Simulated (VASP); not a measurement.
# Ta (Fm-3m) in VASP: notebook

Ta is run at these levels: PBEsol; tasks: relaxation of cell and atoms, single point.

Everything below comes from runs of VASP 6.6.1. Logs are shortened: lines on timing, memory, paths and dates and some standing lists are left out, and cuts for length are marked.

### Step 1. The cell of the first run

The structure is cubic, space group Fm-3m (No. 225). Conventional cell: a = 4.165 Å, b = 4.165 Å, c = 4.165 Å, α = 90.00°, β = 90.00°, γ = 90.00°. Within 3.9 Å of Ta (site symmetry m-3m) lie 12 Ta at 2.95 Å.

This isn't the form of Ta at room conditions, which is bcc.

### Step 2. Relaxation of cell and atoms, PBEsol

Input file INCAR:

```
SYSTEM = Ta
PREC     = Accurate       ! precision mode
ENCUT    = 600            ! plane-wave cutoff, eV
EDIFF    = 1E-7           ! SCF threshold, eV
ISMEAR   = -1             ! smearing method
SIGMA    = 0.1            ! smearing width, eV
LREAL    = .False.        ! projectors in reciprocal space
LASPH    = .True.         ! aspherical terms in the spheres
NELM     = 80             ! most SCF steps
ALGO     = Normal         ! electronic algorithm
ISIF     = 3              ! what is computed and relaxed
LWAVE    = .False.        ! write WAVECAR
LCHARG   = .False.        ! write CHGCAR
GGA      = PS             ! functional
IBRION   = 2              ! ionic algorithm
NSW      = 80             ! ionic steps
EDIFFG   = -0.01          ! ionic threshold
```

Input file KPOINTS:

```
regular mesh
0
Gamma
  13 13 13
  0 0 0
```

Input file POSCAR:

```
Ta
1.0
    0.0000000000      2.0825235034      2.0825235034
    2.0825235034      0.0000000000      2.0825235034
    2.0825235034      2.0825235034      0.0000000000
Ta
1
Direct
    0.0000000000      0.0000000000      0.0000000000
```

Potentials or basis: VASP PAW PBE potentials, release 64 (Ta_pv).

Started as:

```sh
> cat potpaw_PBE.64/Ta_pv/POTCAR > POTCAR
> mpirun -np 1 vasp_std > vasp.out
```

OUTCAR:

```text
SYSTEM = Ta
   PREC = Accurate
   ENCUT = 600
   EDIFF = 1E-7
   ISMEAR = -1
   LREAL = .False.
   LASPH = .True.
   NELM = 80
   ISIF = 3
   GGA = PS
   IBRION = 2
   NSW = 80
   EDIFFG = -0.01

 ion  position               nearest neighbor table
   1  0.000  0.000  0.000-

  LATTYP: Found a face centered cubic cell.
 ALAT       =     4.1650470068

  Lattice vectors:

 A1 = (   0.0000000000,   2.0825235034,   2.0825235034)
 A2 = (   2.0825235034,   0.0000000000,   2.0825235034)
 A3 = (   2.0825235034,   2.0825235034,   0.0000000000)

Analysis of symmetry for initial positions (statically):
=====================================================================
 Subroutine PRICEL returns:
 Original cell was already a primitive cell.

 Routine SETGRP: Setting up the symmetry group for a
 face centered cubic supercell.

 Subroutine GETGRP returns: Found 48 space group operations
 (whereof 48 operations were pure point group operations)
 out of a pool of 48 trial point group operations.

The static configuration has the point symmetry O_h .

Analysis of symmetry for dynamics (positions and initial velocities):
=====================================================================
 Subroutine PRICEL returns:
 Original cell was already a primitive cell.

 Routine SETGRP: Setting up the symmetry group for a
 face centered cubic supercell.

 Subroutine GETGRP returns: Found 48 space group operations
 (whereof 48 operations were pure point group operations)
 out of a pool of 48 trial point group operations.

The dynamic configuration has the point symmetry O_h .

 Subroutine INISYM returns: Found 48 space group operations
 (whereof 48 operations are pure point group operations),
 and found     1 'primitive' translations

----------------------------------------------------------------------------------------

                                     Primitive cell

  volume of cell :      18.0634

  direct lattice vectors                    reciprocal lattice vectors
     0.000000000  2.082523503  2.082523503    -0.240093329  0.240093329  0.240093329
     2.082523503  0.000000000  2.082523503     0.240093329 -0.240093329  0.240093329
[... 89 lines left out ...]
   ISIF   =      3    stress and relaxation
   ISYM   =      2    0-nonsym 1-usesym 2-fastsym
   POTIM  = 0.5000    time-step for ionic-motion
   TEBEG  =    0.0;   TEEND  =   0.0 temperature during run
   PSTRESS=    0.0 pullay stress
   NELECT =      11.0000    total number of electrons
   NUPDOWN=      -1.0000    fix difference up-down
   EMIN   =  10.00;   EMAX   =-10.00  energy-range for DOS
   EFERMI =   0.00;   METHOD = LEGACY
   ISMEAR =    -1;   SIGMA  =   0.10  broadening in eV -4-tet -1-fermi 0-gaus
   EFERMI_NEDOS =   21; number of points for ismear=-14 and -15
   IALGO  =     38    algorithm
   IMIX   =      4    mixing-type and parameters
     AMIX     =   0.40;   BMIX     =  1.00
     AMIX_MAG =   1.60;   BMIX_MAG =  1.00
  volume/ion in A,a.u.               =      18.06       121.90
  Fermi-wavevector in a.u.,A,eV,Ry     =   1.387626  2.622233 26.198105  1.925506
  Thomas-Fermi vector in A             =   2.511829
   LORBIT       =      0    0 simple, 1 ext, 2 COOP (PROOUT), +10 PAW based schemes
   GGA     = PS    functional components
   LHFCALC =     F    Hartree Fock is set to
   AEXX    =    0.0000 exact exchange contribution
   IVDW    =     0    specifies the selected vdW correction
   LEPSILON=     F    determine dielectric tensor
   LRPA    =     F    only Hartree local field effects (RPA)
 conjugate gradient relaxation of ions
 non-spin polarized calculation
  energy-cutoff  :      600.00
  volume of cell :       18.06
 maximum number of plane-waves:       620
   NGX = 11   NGY = 11   NGZ = 11

--------------------------------------- Ionic step        1  -------------------------------------------

 number of electron      11.0000001 magnetization

 Free energy of the ion-electron system (eV)
  ---------------------------------------------------
  ext. energy  EPLUGINS =         0.00000000
  ---------------------------------------------------
  free energy    TOTEN  =       -12.30862543 eV

  energy without entropy =      -12.27148961  energy(sigma->0) =      -12.29005752

------------------------ aborting loop because EDIFF is reached ----------------------------------------

  FORCE on cell =-STRESS in cart. coord.  units (eV):
  Direction    XX          YY          ZZ          XY          YZ          ZX
  --------------------------------------------------------------------------------------
  -------------------------------------------------------------------------------------
  Total        0.2048651      0.2048651      0.2048651      0.0000000     -0.0000000      0.0000000
  in kB       18.1710007     18.1710007     18.1710007      0.0000000     -0.0000000      0.0000000
  external PRESSURE =      18.1710007 kB  Pullay stress =       0.0000000 kB
[... 57 lines left out ...]
--------------------------------------- Ionic step        3  -------------------------------------------

 number of electron      11.0000001 magnetization

 Free energy of the ion-electron system (eV)
  ---------------------------------------------------
  ext. energy  EPLUGINS =         0.00000000
  ---------------------------------------------------
  free energy    TOTEN  =       -12.30951488 eV

  energy without entropy =      -12.27213757  energy(sigma->0) =      -12.29082623

 E-fermi :   5.6054     XC(G=0): -12.6711

 val. band max:        5.5573282026   @ k =  -0.1538   0.2308   0.0769
 cond. band min:       5.6211152974   @ k =  -0.3846   0.1538   0.0000
 fundamental gap:      0.0637870948
 Fermi energy:         5.6054301739

 k-point     1 :       0.0000    0.0000    0.0000
  band No.  band energies     occupation
      1     -27.8596      2.00000
      2     -27.8596      2.00000
      3     -27.8596      2.00000
      4      -2.6587      2.00000
      5       6.0325      0.02757
      6       6.0325      0.02757
      7       6.0325      0.02757
      8       9.1457      0.00000
      9       9.1457      0.00000
[... 265 lines left out ...]
 k-point    24 :       0.4615    0.1538    0.0000
  band No.  band energies     occupation
      1     -28.8487      2.00000
      2     -28.1368      2.00000
      3     -28.0689      2.00000
      4       1.5346      2.00000
      5       4.4786      1.99997
      6       5.4848      1.53938
      7       6.7328      0.00003
      8      11.5847      0.00000
      9      11.6981      0.00000

 [... further k-points ...]
[... 5 lines left out ...]
  --------------------------------------------------------------------------------------
  -------------------------------------------------------------------------------------
  Total       -0.0010570     -0.0010570     -0.0010570      0.0000000     -0.0000000      0.0000000
  in kB       -0.0929355     -0.0929355     -0.0929355      0.0000000     -0.0000000      0.0000000
  external PRESSURE =      -0.0929355 kB  Pullay stress =       0.0000000 kB
[... 16 lines left out ...]
  FREE ENERGIE OF THE ION-ELECTRON SYSTEM (eV)
  ---------------------------------------------------
  free  energy   TOTEN  =       -12.3095148817 eV

  energy  without entropy=      -12.2721375727  energy(sigma->0) =      -12.29082623

 reached required accuracy - stopping structural energy minimisation
```

Run time: 45 s. Hardware: 1 thread of Intel Xeon 8259CL, shared host; peak memory 0.16 GiB.

What came out:

```yaml
Free_energy: -12.3095 eV
Relaxed_volume: 18.22 Å³/atom
Relaxed_cell: a = 2.954 Å, b = 2.954 Å, c = 2.954 Å, α = 60.00°, β = 60.00°, γ = 60.00°
Space_group_after_relaxing_to_0.1_Å: Fm-3m (No. 225)
Energy_gained_by_relaxing: 0.9 meV/atom
Ionic_steps: 3
Pressure_after_relaxing: 0.0 GPa
Band_gap_on_the_k_mesh: zero (an odd number of electrons rules out a gap without spin polarisation)
```

Step by step:
| step | energy change (eV) | largest force (eV/Å) | pressure (GPa) | volume (Å³) |
| --- | --- | --- | --- | --- |
| 1 | 0.0000 | 0.0000 | 1.82 | 18.06 |
| 2 | 0.0041 | 0.0000 | -4.07 | 18.60 |
| 3 | -0.0009 | 0.0000 | -0.01 | 18.22 |

Final structure:
```
Ta
1.0
     0.00000    2.08864    2.08864
     2.08864    0.00000    2.08864
     2.08864    2.08864    0.00000
Ta
1
Direct
  0.00000 0.00000 0.00000
```

Caveat: the PAW data sets were made with another functional, which shifts forces and pressure a little; spin-orbit coupling is left out, which moves the levels of the heavy elements.

### Step 3. Single point, PBEsol (16.75 Å³/atom)

This run uses another cell than the first one, of 16.75 Å³/atom.

Input file INCAR:

```
SYSTEM = Ta
PREC = Accurate
ENCUT = 520
EDIFF = 1E-6
ISMEAR = -1
SIGMA = 0.1
LREAL = .False.
LASPH = .True.
NELM = 60
ALGO = Normal
ISIF = 2
LWAVE = .False.
LCHARG = .True.
GGA = PS
LELF = .True.
LVHAR = .True.
NBANDS = 12
```

Input file KPOINTS:

```
regular mesh
0
Gamma
  21 21 21
  0 0 0
```

Input file POSCAR:

```
Ta
1.0
    0.0000000000      2.0309535759      2.0309535759
    2.0309535759      0.0000000000      2.0309535759
    2.0309535759      2.0309535759      0.0000000000
Ta
1
Direct
    0.0000000000      0.0000000000      0.0000000000
```

Potentials or basis: VASP PAW PBE potentials, release 64 (Ta_pv).

Started as:

```sh
> cat potpaw_PBE.64/Ta_pv/POTCAR > POTCAR
> mpirun -np 1 vasp_std > vasp.out
```

OUTCAR:

```text
SYSTEM = Ta
   PREC = Accurate
   ENCUT = 520
   EDIFF = 1E-6
   ISMEAR = -1
   LREAL = .False.
   LASPH = .True.
   NELM = 60
   ISIF = 2
   GGA = PS

 ion  position               nearest neighbor table
   1  0.000  0.000  0.000-

  LATTYP: Found a face centered cubic cell.
 ALAT       =     4.0619071518

  Lattice vectors:

 A1 = (   0.0000000000,   2.0309535759,   2.0309535759)
 A2 = (   2.0309535759,   0.0000000000,   2.0309535759)
 A3 = (   2.0309535759,   2.0309535759,   0.0000000000)

Analysis of symmetry for initial positions (statically):
=====================================================================
 Subroutine PRICEL returns:
 Original cell was already a primitive cell.

 Routine SETGRP: Setting up the symmetry group for a
 face centered cubic supercell.

 Subroutine GETGRP returns: Found 48 space group operations
 (whereof 48 operations were pure point group operations)
 out of a pool of 48 trial point group operations.

The static configuration has the point symmetry O_h .

Analysis of symmetry for dynamics (positions and initial velocities):
=====================================================================
 Subroutine PRICEL returns:
[... 160 lines left out ...]
 Fermi energy:         6.3515788991

 k-point     1 :       0.0000    0.0000    0.0000
  band No.  band energies     occupation
      1     -26.8182      2.00000
      2     -26.8182      2.00000
      3     -26.8182      2.00000
      4      -2.2823      2.00000
      5       6.7091      0.05447
      6       6.7091      0.05447
      7       6.7091      0.05447
      8      10.1993      0.00000
      9      10.1993      0.00000
     10      19.1742      0.00000
     11      20.8033      0.00000
     12      24.5548      0.00000
[... 331 lines left out ...]
 k-point    24 :      -0.3810    0.0476    0.0000
  band No.  band energies     occupation
      1     -28.1597      2.00000
      2     -27.0295      2.00000
      3     -26.9869      2.00000
      4       1.2275      2.00000
      5       6.3725      0.89595
      6       6.6536      0.09303
      7       6.6634      0.08471
      8      11.8311      0.00000
      9      12.6677      0.00000
     10      18.0272      0.00000
     11      20.6848      0.00000
     12      20.9936      0.00000

 [... further k-points ...]
[... 5 lines left out ...]
  --------------------------------------------------------------------------------------
  -------------------------------------------------------------------------------------
  Total        2.0936686      2.0936686      2.0936686     -0.0000000      0.0000000      0.0000000
  in kB      200.2112823    200.2112823    200.2112823     -0.0000000      0.0000000      0.0000000
  external PRESSURE =     200.2112823 kB  Pullay stress =       0.0000000 kB

 VOLUME and BASIS-vectors are now :
 -----------------------------------------------------------------------------
  energy-cutoff  :      520.00
  volume of cell :       16.75
      direct lattice vectors                 reciprocal lattice vectors
     0.000000000  2.030953576  2.030953576    -0.246189773  0.246189773  0.246189773
     2.030953576  0.000000000  2.030953576     0.246189773 -0.246189773  0.246189773
     2.030953576  2.030953576  0.000000000     0.246189773  0.246189773 -0.246189773

 POSITION                                       TOTAL-FORCE (eV/Angst)
 -----------------------------------------------------------------------------------
      0.00000      0.00000      0.00000         0.000000      0.000000     -0.000000
 -----------------------------------------------------------------------------------
    total drift:                               -0.000000      0.000000      0.000000

  FREE ENERGIE OF THE ION-ELECTRON SYSTEM (eV)
  ---------------------------------------------------
  free  energy   TOTEN  =       -12.2199455989 eV

  energy  without entropy=      -12.1832804531  energy(sigma->0) =      -12.20161303
```

stdout:

```text
POSCAR found type information on POSCAR Ta
 POSCAR found :  1 types and       1 ions
 scaLAPACK will be used
 -----------------------------------------------------------------------------
|                                                                             |
|                                                                             |
|     You enforced a specific xc type in the INCAR file but a different       |
|     I HOPE YOU KNOW WHAT YOU ARE DOING!                                     |
|                                                                             |
 -----------------------------------------------------------------------------

 LDA part: xc-table for (Slater+PW92), standard interpolation
 POSCAR, INCAR and KPOINTS ok, starting setup
 FFT: planning ... GRIDC
 FFT: planning ... GRID_SOFT
 FFT: planning ... GRID
 WAVECAR not read
 entering main loop
```

Run time: 72 s. Hardware: 1 thread of Intel Xeon 8259CL, shared host; peak memory 0.18 GiB.

Results:

* Free energy: -12.2199 eV
* Pressure: 20.0 GPa
* Band gap on the k mesh: zero (an odd number of electrons rules out a gap without spin polarisation)

Caveat: the cell stands under pressure; the PAW data sets were made with another functional, which shifts forces and pressure a little; spin-orbit coupling is left out, which moves the levels of the heavy elements.

[end of part 1 of 2]
